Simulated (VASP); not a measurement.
# SnS2 in VASP: single point with PBEsol

Aim: the single point of SnS2 with PBEsol.

Everything below comes from runs of VASP 6.6.1. Logs are shortened: lines on timing, memory, paths and dates and some standing lists are left out, and cuts for length are marked.

## 1. The cell of the first run

The cell holds a slab with vacuum, 21 atoms: a = 6.324 Å, b = 7.074 Å, c = 26.339 Å, α = 90.00°, β = 90.00°, γ = 116.55°.

## 2. Single point, PBEsol

Input file INCAR:

```
SYSTEM = SnS2
PREC     = Accurate       ! precision mode
ENCUT    = 400            ! plane-wave cutoff, eV
EDIFF    = 1E-6           ! SCF threshold, eV
ISMEAR   = 0              ! smearing method
SIGMA    = 0.05           ! smearing width, eV
LREAL    = .False.        ! projectors in reciprocal space
LASPH    = .True.         ! aspherical terms in the spheres
NELM     = 120            ! most SCF steps
ALGO     = Normal         ! electronic algorithm
ISIF     = 2              ! what is computed and relaxed
LWAVE    = .False.        ! write WAVECAR
LCHARG   = .True.         ! write CHGCAR
LDIPOL   = .True.       
IDIPOL   = 3            
DIPOL    = 0.5 0.5 0.500
GGA      = PS             ! functional
LELF     = .True.         ! ELF
LVHAR    = .True.       
LVACPOTAV= .True.       
NBANDS   = 107            ! bands
GGA_COMPAT= .False.      
NELMDL   = -8
```

Input file KPOINTS:

```
Automatic mesh
0
Gamma
  5 4 1
  0 0 0
```

Input file POSCAR:

```
SnS2
1.0
    6.3242618826      0.0000000000      0.0000000000
   -3.1621309413      6.3279951017      0.0000000000
    0.0000000000      0.0000000000     26.3385551397
S Sn
14 7
Direct
    0.0705686924      0.7492400726      0.2782545794
    0.8634718964      0.1165291373      0.3060462783
    0.4760404021      0.5958310770      0.3526536735
    0.3557046871      0.0645295102      0.3877851325
    0.9364641070      0.5346020991      0.4160517249
    0.8152182337      0.9696727802      0.4478546826
    0.3881523617      0.4403462097      0.4835997085
    0.2789047464      0.8937705484      0.5164005811
    0.8518394393      0.3644364014      0.5521445798
    0.7305876915      0.7995234354      0.5839500712
    0.3113631609      0.2695914763      0.6122145143
    0.1910252735      0.7382925350      0.6473462797
    0.8035900852      0.2175925547      0.6939537190
    0.5964912205      0.5848833244      0.7217447980
    0.4530270040      0.9040111863      0.3134511438
    0.9217812698      0.8423865187      0.3612414117
    0.3733521246      0.7467411725      0.4356955576
    0.8335271597      0.6670576815      0.5000015747
    0.2937019458      0.5873746015      0.5643039856
    0.7452832672      0.4917354667      0.6387583483
    0.2140336832      0.4301091154      0.6865476556
```

Potentials or basis: VASP PAW PBE potentials, release 64 (S, Sn_d).

Started as:

```sh
$ cat potpaw_PBE.64/S/POTCAR potpaw_PBE.64/Sn_d/POTCAR > POTCAR
$ mpirun -np 1 vasp_std > vasp.out
```

OUTCAR:

```text
SYSTEM = SnS2
   PREC = Accurate
   ENCUT = 400
   EDIFF = 1E-6
   ISMEAR = 0
   LREAL = .False.
   LASPH = .True.
   NELM = 120
   ISIF = 2
   GGA = PS
   NELMDL = -8

 ion  position               nearest neighbor table
   1  0.071  0.749  0.278-  15 2.35  16 2.58
   2  0.863  0.117  0.306-  15 2.36  16 2.58
   3  0.476  0.596  0.353-  15 2.47  16 2.58  17 2.64
   4  0.356  0.065  0.388-  15 2.48  16 2.58  17 2.62
   5  0.936  0.535  0.416-  17 2.54  18 2.60  16 2.65
   6  0.815  0.970  0.448-  17 2.54  18 2.59  16 2.65
   7  0.388  0.440  0.484-  17 2.55  19 2.55  18 2.58
   8  0.279  0.894  0.516-  19 2.55  17 2.55  18 2.58
   9  0.852  0.364  0.552-  19 2.54  18 2.59  20 2.65
  10  0.731  0.800  0.584-  19 2.54  18 2.60  20 2.65
  11  0.311  0.270  0.612-  21 2.48  20 2.58  19 2.62
  12  0.191  0.738  0.647-  21 2.47  20 2.58  19 2.64
  13  0.804  0.218  0.694-  21 2.36  20 2.58
  14  0.596  0.585  0.722-  21 2.35  20 2.58
  15  0.453  0.904  0.313-   1 2.35   2 2.36   3 2.47   4 2.48  17 3.37  16 3.42  16 3.43
  16  0.922  0.842  0.361-   4 2.58   3 2.58   2 2.58   1 2.58   6 2.65   5 2.65  15 3.42  15 3.43

  17  0.373  0.747  0.436-   5 2.54   6 2.54   7 2.55   8 2.55   4 2.62   3 2.64  15 3.37  19 3.53
                            18 3.62  18 3.62
  18  0.834  0.667  0.500-   7 2.58   8 2.58   9 2.59   6 2.59   5 2.60  10 2.60  19 3.62  17 3.62
                            19 3.62  17 3.62
  19  0.294  0.587  0.564-  10 2.54   9 2.54   8 2.55   7 2.55  11 2.62  12 2.64  21 3.37  17 3.53
                            18 3.62  18 3.62
  20  0.745  0.492  0.639-  11 2.58  12 2.58  13 2.58  14 2.58   9 2.65  10 2.65  21 3.42  21 3.43

  21  0.214  0.430  0.687-  14 2.35  13 2.36  12 2.47  11 2.48  19 3.37  20 3.42  20 3.43

  LATTYP: Found a base centered orthorhombic cell.
 ALAT       =     6.3242618826
 B/A-ratio  =     2.0011806023
 C/A-ratio  =     4.1646844531

  Lattice vectors:

 A1 = (   3.1621309413,  -6.3279951017,   0.0000000000)
 A2 = (   3.1621309413,   6.3279951017,   0.0000000000)
 A3 = (   0.0000000000,   0.0000000000,  26.3385551397)

Analysis of symmetry for initial positions (statically):
=====================================================================
 Subroutine PRICEL returns:
 Original cell was already a primitive cell.

 Routine SETGRP: Setting up the symmetry group for a
 base centered orthorhombic supercell.

 Subroutine GETGRP returns: Found  1 space group operations
 (whereof  1 operations were pure point group operations)
 out of a pool of  8 trial point group operations.

The static configuration has the point symmetry C_1 .

Analysis of symmetry for dynamics (positions and initial velocities):
=====================================================================
 Subroutine PRICEL returns:
 Original cell was already a primitive cell.

 Routine SETGRP: Setting up the symmetry group for a
 base centered orthorhombic supercell.

 Subroutine GETGRP returns: Found  1 space group operations
 (whereof  1 operations were pure point group operations)
 out of a pool of  8 trial point group operations.

The dynamic configuration has the point symmetry C_1 .

 Subroutine INISYM returns: Found  1 space group operations
 (whereof  1 operations are pure point group operations),
 and found     1 'primitive' translations

----------------------------------------------------------------------------------------

                                     Primitive cell

  volume of cell :    1054.0663

  direct lattice vectors                    reciprocal lattice vectors
     6.324261883  0.000000000  0.000000000     0.158121219  0.079013968  0.000000000
    -3.162130941  6.327995102  0.000000000     0.000000000  0.158027935  0.000000000
     0.000000000  0.000000000 26.338555140     0.000000000  0.000000000  0.037967155

  length of vectors
     6.324261883  7.074079028 26.338555140     0.176764043  0.158027935  0.037967155

  position of ions in fractional coordinates (direct lattice)
     0.070568692  0.749240073  0.278254579
     0.863471896  0.116529137  0.306046278
     0.476040402  0.595831077  0.352653674
[... 76 lines left out ...]
|        The reciprocal lattice is base centered orthorhombic,                |
|        whereas your k-lattice is simple monoclinic.                         |
|                                                                             |
|     Results are often still useful ...                                      |
|                                                                             |
 -----------------------------------------------------------------------------

 WARNING: IBZKPT: internal override: KBLOWUP is changed to .FALSE.
      ... skipping the blow-up phase ...

 Subroutine IBZKPT returns following result:
 ===========================================

 Found     11 irreducible k-points:

 Following reciprocal coordinates:
            Coordinates               Weight
  0.000000  0.000000  0.000000      1.000000
  0.200000  0.000000  0.000000      2.000000
  0.400000  0.000000  0.000000      2.000000
  0.000000  0.250000  0.000000      2.000000
  0.200000  0.250000  0.000000      2.000000
  0.400000  0.250000  0.000000      2.000000
 -0.400000  0.250000  0.000000      2.000000
 -0.200000  0.250000  0.000000      2.000000
  0.000000  0.500000  0.000000      1.000000
  0.200000  0.500000  0.000000      2.000000
  0.400000  0.500000  0.000000      2.000000
   k-points           NKPTS =     11   k-points in BZ     NKDIM =     11   number of bands    NBANDS=    107
   number of dos      NEDOS =    301   number of ions     NIONS =     21
   total plane-waves  NPLWV = 362880
   dimension x,y,z NGX =    42 NGY =   48 NGZ =  180
   dimension x,y,z NGXF=    84 NGYF=   96 NGZF=  360
   ions per type =              14   7
   NGX,Y,Z   is equivalent  to a cutoff of  11.04, 11.28, 11.36 a.u.
   NGXF,Y,Z  is equivalent  to a cutoff of  22.08, 22.56, 22.72 a.u.
 SYSTEM =  SnS2
   PREC   = accura    normal or accurate (medium, high low for compatibility)
   ISTART =      0    job   : 0-new  1-cont  2-samecut
   ICHARG =      2    charge: 1-file 2-atom 10-const
   ISPIN  =      1    spin polarized calculation?
   LNONCOLLINEAR =      F non collinear calculations
   LSORBIT =      F    spin-orbit coupling
   LASPH  =      T    aspherical Exc in radial PAW
   ENCUT  =  400.0 eV  29.40 Ry    5.42 a.u.  10.31 11.54 42.95*2*pi/ulx,y,z
   NELM   =    120;   NELMIN=  2; NELMDL= -8     # of ELM steps
   EDIFF  = 0.1E-05   stopping-criterion for ELM
   LREAL  =      F    real-space projection
   EDIFFG = 0.1E-04   stopping-criterion for IOM
   NSW    =      0    number of steps for IOM
   IBRION =     -1    ionic relax: 0-MD 1-quasi-New 2-CG
   NFREE  =      0    steps in history (QN), initial steepest desc. (CG)
   ISIF   =      2    stress and relaxation
   ISYM   =      2    0-nonsym 1-usesym 2-fastsym
   POTIM  = 0.5000    time-step for ionic-motion
   TEBEG  =    0.0;   TEEND  =   0.0 temperature during run
   PSTRESS=    0.0 pullay stress
   NELECT =     182.0000    total number of electrons
   NUPDOWN=      -1.0000    fix difference up-down
   EMIN   =  10.00;   EMAX   =-10.00  energy-range for DOS
   EFERMI =   0.00;   METHOD = LEGACY
   ISMEAR =     0;   SIGMA  =   0.05  broadening in eV -4-tet -1-fermi 0-gaus
   EFERMI_NEDOS =   21; number of points for ismear=-14 and -15
   IALGO  =     38    algorithm
   IMIX   =      4    mixing-type and parameters
     AMIX     =   0.40;   BMIX     =  1.00
     AMIX_MAG =   1.60;   BMIX_MAG =  1.00
  volume/ion in A,a.u.               =      50.19       338.72
  Fermi-wavevector in a.u.,A,eV,Ry     =   0.911610  1.722694 11.306900  0.831034
  Thomas-Fermi vector in A             =   2.035910
   LORBIT       =      0    0 simple, 1 ext, 2 COOP (PROOUT), +10 PAW based schemes
   GGA     = PS    functional components
   LHFCALC =     F    Hartree Fock is set to
   AEXX    =    0.0000 exact exchange contribution
   IVDW    =     0    specifies the selected vdW correction
   LEPSILON=     F    determine dielectric tensor
   LRPA    =     F    only Hartree local field effects (RPA)
 non-spin polarized calculation
 Gauss-broadening in eV      SIGMA  =   0.05
  energy-cutoff  :      400.00
  volume of cell :     1054.07
 maximum number of plane-waves:     19215
 NGX is ok and might be reduce to    42
   NGX = 21   NGY = 23   NGZ = 85

 dipolmoment           0.000000      0.000000     -0.000000 electrons x Angstroem

 number of electron     181.9999974 magnetization

 dipolmoment           0.000000      0.000000      0.000003 electrons x Angstroem

 Free energy of the ion-electron system (eV)
  ---------------------------------------------------
  ext. energy  EPLUGINS =         0.00000000
  ---------------------------------------------------
  free energy    TOTEN  =       -97.25036787 eV

  energy without entropy =      -97.25036787  energy(sigma->0) =      -97.25036787

 E-fermi :  -0.8051     XC(G=0):  -4.9744

 val. band max:       -1.0776243263   @ k =   0.2000   0.0000   0.0000
 cond. band min:       0.2591160098   @ k =   0.4000   0.2500   0.0000
 fundamental gap:      1.3367403361
 Fermi energy:        -0.8051058185

 k-point     1 :       0.0000    0.0000    0.0000
  band No.  band energies     occupation
      1     -22.3713      2.00000
      2     -22.3696      2.00000
      3     -22.3546      2.00000
      4     -22.3493      2.00000
      5     -22.3177      2.00000
      6     -22.3118      2.00000
[... 1155 lines left out ...]
    102       3.2179      0.00000
    103       3.2676      0.00000
 [bands above 103 left out]

------------------------ aborting loop because EDIFF is reached ----------------------------------------

  FORCE on cell =-STRESS in cart. coord.  units (eV):
  Direction    XX          YY          ZZ          XY          YZ          ZX
  --------------------------------------------------------------------------------------
  -------------------------------------------------------------------------------------
  Total       -0.8132435     -0.0788683     -0.1940993     -0.4600769     -0.0799123     -0.0397456
  in kB       -1.2361275     -0.1198796     -0.2950304     -0.6993153     -0.1214664     -0.0604131
  external PRESSURE =      -0.5503458 kB  Pullay stress =       0.0000000 kB

 VOLUME and BASIS-vectors are now :
 -----------------------------------------------------------------------------
  energy-cutoff  :      400.00
  volume of cell :     1054.07
      direct lattice vectors                 reciprocal lattice vectors
     6.324261883  0.000000000  0.000000000     0.158121219  0.079013968  0.000000000
    -3.162130941  6.327995102  0.000000000     0.000000000  0.158027935  0.000000000
     0.000000000  0.000000000 26.338555140     0.000000000  0.000000000  0.037967155

 POSITION                                       TOTAL-FORCE (eV/Angst)
 -----------------------------------------------------------------------------------
     -1.92290      4.74119      7.32882         0.023553      0.011220      0.005320
      5.09234      0.73740      8.06082        -0.023285     -0.008090     -0.000380
      1.12651      3.77042      9.28839        -0.002729      0.000317     -0.003436
      2.04552      0.40834     10.21370         0.002879      0.005780     -0.008774
      4.23196      3.38296     10.95820         0.003857     -0.005137      0.000198
      2.08942      6.13608     11.79585        -0.004986      0.004160      0.002015
[... 13 lines left out ...]
      3.15843      3.11170     16.82397         0.000319      0.001387      0.000728
     -0.00646      2.72173     18.08267         0.000567     -0.003105      0.002208
 -----------------------------------------------------------------------------------
    total drift:                               -0.000041     -0.000272      0.000211

  FREE ENERGIE OF THE ION-ELECTRON SYSTEM (eV)
  ---------------------------------------------------
  free  energy   TOTEN  =       -97.2503678666 eV

  energy  without entropy=      -97.2503678666  energy(sigma->0) =      -97.25036787

 vacuum level on the upper side and lower side of the slab         4.919         4.919
```

Run time: 34 min. Hardware: 1 thread of Intel Xeon Platinum 8488C (Sapphire Rapids), shared host; peak memory 1 GiB.

What came out:

| Item | Value |
| --- | --- |
| Free energy | -97.2504 eV |
| Largest force | 0.027 eV/Å |
| Band gap on the k mesh | 1.34 eV (least direct gap 1.43 eV) |

Forces in eV/Å, atoms in the order of the input:
```
S    0.024  0.011  0.005
S   -0.023 -0.008  0.000
S   -0.003  0.000 -0.003
S    0.003  0.006 -0.009
S    0.004 -0.005  0.000
S   -0.005  0.004  0.002
S    0.000 -0.002  0.002
S    0.000  0.002 -0.002
S    0.005 -0.004 -0.002
S   -0.003  0.005  0.000
S   -0.003 -0.006  0.009
S    0.003 -0.001  0.003
S    0.023  0.008  0.000
S   -0.024 -0.011 -0.005
Sn  -0.001  0.003 -0.002
Sn   0.000 -0.001 -0.001
Sn   0.001 -0.004  0.007
Sn   0.000  0.000  0.000
Sn  -0.001  0.005 -0.007
Sn   0.000  0.001  0.001
Sn   0.001 -0.003  0.002
```

Caveat: the PAW data sets were made with another functional, which shifts forces and pressure a little; spin-orbit coupling is left out, which moves the levels of the heavy elements.
